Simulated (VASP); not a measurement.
# GaP (F-43m) in VASP: notebook, part 2 of 2

VASP 6.6.1. Earlier steps stand in the parts before.

**3. Elastic constants, PBEsol**

INCAR

```
SYSTEM = GaP
PREC = Accurate ; ENCUT = 600
EDIFF = 1E-8 ; ISMEAR = 0
SIGMA = 0.01 ; LREAL = .False.
LASPH = .True. ; NELM = 100
ALGO = Normal ; ISIF = 3
LWAVE = .False. ; LCHARG = .True.
GGA = PS ; IBRION = 6
NFREE = 2 ; POTIM = 0.015
NSW = 1
```

KPOINTS

```
regular mesh
0
Gamma
  8 8 8
  0 0 0
```

POSCAR

```
GaP
1.0
    0.0000000000      2.7192721534      2.7192721534
    2.7192721534      0.0000000000      2.7192721534
    2.7192721534      2.7192721534      0.0000000000
Ga P
1 1
Direct
    0.0000000000      0.0000000000      0.0000000000
    0.7500000000      0.7500000000      0.7500000000
```

Potentials or basis: VASP PAW PBE potentials, release 64 (Ga_d, P).

The run is started by

```sh
cat potpaw_PBE.64/Ga_d/POTCAR potpaw_PBE.64/P/POTCAR > POTCAR
mpirun -np 1 vasp_std > vasp.out
```

OUTCAR:

```text
SYSTEM = GaP
   PREC = Accurate
   ENCUT = 600
   EDIFF = 1E-8
   ISMEAR = 0
   LREAL = .False.
   LASPH = .True.
   NELM = 100
   ISIF = 3
   GGA = PS
   IBRION = 6
   NFREE = 2
   POTIM = 0.015
   NSW = 1

 ion  position               nearest neighbor table
   1  0.000  0.000  0.000-   2 2.35   2 2.35   2 2.35   2 2.35
   2  0.750  0.750  0.750-   1 2.35   1 2.35   1 2.35   1 2.35

  LATTYP: Found a face centered cubic cell.
 ALAT       =     5.4385443068

  Lattice vectors:

 A1 = (   0.0000000000,   2.7192721534,   2.7192721534)
 A2 = (   2.7192721534,   0.0000000000,   2.7192721534)
 A3 = (   2.7192721534,   2.7192721534,   0.0000000000)
[... 1200 lines left out ...]
          X           Y           Z          XY          YZ          ZX
  --------------------------------------------------------------------------------
  x     0.00000    -0.00000    -0.00000     0.00000    -7.59298     0.00000
  y    -0.00000     0.00000    -0.00000     0.00000     0.00000    -7.59298
  z    -0.00000    -0.00000     0.00000    -7.59298     0.00000     0.00000

 INTERNAL STRAIN TENSOR FOR ION    2 for displacements in x,y,z  (eV/Angst):
          X           Y           Z          XY          YZ          ZX
  --------------------------------------------------------------------------------
  x     0.00000     0.00000     0.00000     0.00000     7.59277     0.00000
  y     0.00000    -0.00000     0.00000     0.00000     0.00000     7.59277
  z     0.00000     0.00000     0.00000     7.59277     0.00000     0.00000

 Eigenvectors and eigenvalues of the dynamical matrix
 ----------------------------------------------------

   1 f  =   10.659868 THz    66.977927 2PiTHz  355.574925 cm-1    44.085652 meV
             X         Y         Z           dx          dy          dz
      0.000000  0.000000  0.000000     0.554739   -0.000000    0.000000
      4.078908  4.078908  4.078908    -0.832024    0.000000    0.000000
[... 21 lines left out ...]
   6 f/i=    0.001611 THz     0.010123 2PiTHz    0.053741 cm-1     0.006663 meV
             X         Y         Z           dx          dy          dz
      0.000000  0.000000  0.000000     0.006503    0.643915   -0.526874
      4.078908  4.078908  4.078908     0.004336    0.429320   -0.351285

--------------------------------------------------------------------------------------------------------

 ELASTIC MODULI CONTR FROM IONIC RELAXATION (kBar)
 Direction    XX          YY          ZZ          XY          YZ          ZX
 --------------------------------------------------------------------------------
 XX          -0.0000     -0.0000     -0.0000     -0.0000     -0.0000     -0.0000
 YY          -0.0000     -0.0000     -0.0000     -0.0000     -0.0000      0.0000
 ZZ          -0.0000     -0.0000     -0.0000     -0.0000     -0.0000     -0.0000
 XY          -0.0000     -0.0000     -0.0000   -230.3143      0.0000     -0.0000
 YZ          -0.0000     -0.0000     -0.0000      0.0000   -230.3143     -0.0000
 ZX          -0.0000      0.0000     -0.0000     -0.0000     -0.0000   -230.3143
 --------------------------------------------------------------------------------

 TOTAL ELASTIC MODULI (kBar)
 Direction    XX          YY          ZZ          XY          YZ          ZX
 --------------------------------------------------------------------------------
 XX        1343.7397    596.0418    596.0418     -0.0000      0.0000     -0.0000
 YY         596.0418   1343.7397    596.0418     -0.0000     -0.0000      0.0000
 ZZ         596.0418    596.0418   1343.7397     -0.0000     -0.0000     -0.0000
 XY          -0.0000     -0.0000     -0.0000    676.7192      0.0000     -0.0000
 YZ           0.0000     -0.0000     -0.0000      0.0000    676.7192     -0.0000
 ZX          -0.0000      0.0000     -0.0000     -0.0000     -0.0000    676.7192
 --------------------------------------------------------------------------------
```

OSZICAR:

```text
N       E                     dE             d eps       ncg     rms          rms(c)
DAV:   1     0.834092329137E+02    0.83409E+02   -0.10230E+04   770   0.216E+03
DAV:   2    -0.390263862135E+01   -0.87312E+02   -0.83539E+02   834   0.353E+02
[... 203 lines left out ...]
DAV:   2    -0.992008022237E+01   -0.16878E-02   -0.19279E-02  3304   0.107E+00    0.848E-02
DAV:   3    -0.991998917632E+01    0.91046E-04   -0.42849E-04  3049   0.208E-01    0.356E-02
DAV:   4    -0.991997906742E+01    0.10109E-04   -0.83164E-05  3027   0.101E-01    0.890E-03
DAV:   5    -0.991997890221E+01    0.16521E-06   -0.18111E-05  2635   0.392E-02    0.681E-03
DAV:   6    -0.991997897651E+01   -0.74294E-07   -0.79056E-07  2992   0.854E-03    0.319E-03
DAV:   7    -0.991997896747E+01    0.90404E-08   -0.12034E-07  2950   0.306E-03    0.995E-04
DAV:   8    -0.991997896709E+01    0.37835E-09   -0.23095E-08  2719   0.130E-03
  17 F= -.99199790E+01 E0= -.99199790E+01  d E =-.475239E-27
```

stdout:

```text
POSCAR found type information on POSCAR GaP
 POSCAR found :  2 types and       2 ions
 scaLAPACK will be used
 -----------------------------------------------------------------------------
|                                                                             |
|                                                                             |
|     You enforced a specific xc type in the INCAR file but a different       |
|     I HOPE YOU KNOW WHAT YOU ARE DOING!                                     |
[... 32 lines left out ...]
 Finite differences progress:
 bond charge predicted
 Finite differences progress:
 bond charge predicted
 Finite differences progress:
 bond charge predicted
 Finite differences progress:
 bond charge predicted
 Finite differences progress:
 bond charge predicted
 Finite differences progress:
 bond charge predicted
 Finite differences progress:
```

Run time: 9.8 min. Hardware: 1 thread of Intel Xeon Platinum 8375C at 2.90GHz (Ice Lake), shared host; peak memory 0.33 GiB.

What came out:

* Elastic constants C11, C12, C44: 134, 60, 68 GPa
* Voigt bulk modulus: 85 GPa
* Highest phonon frequency at Γ, LO-TO splitting left out: 356 cm⁻¹

Phonon frequencies in cm⁻¹ (negative: imaginary):
| q point | frequencies |
| --- | --- |
| (0.000, 0.000, 0.000) | 0 0 0 356 356 356 |

Elastic tensor in Voigt notation (GPa, in the Cartesian axes of the cell as first typed):
```
134  60  60   0   0   0
 60 134  60   0   0   0
 60  60 134   0   0   0
  0   0   0  68   0   0
  0   0   0   0  68   0
  0   0   0   0   0  68
```

Clamped-ion elastic tensor (GPa):
```
134  60  60   0   0   0
 60 134  60   0   0   0
 60  60 134   0   0   0
  0   0   0  91   0   0
  0   0   0   0  91   0
  0   0   0   0   0  91
```

Caveat: the PAW data sets were made with another functional, which shifts forces and pressure a little.
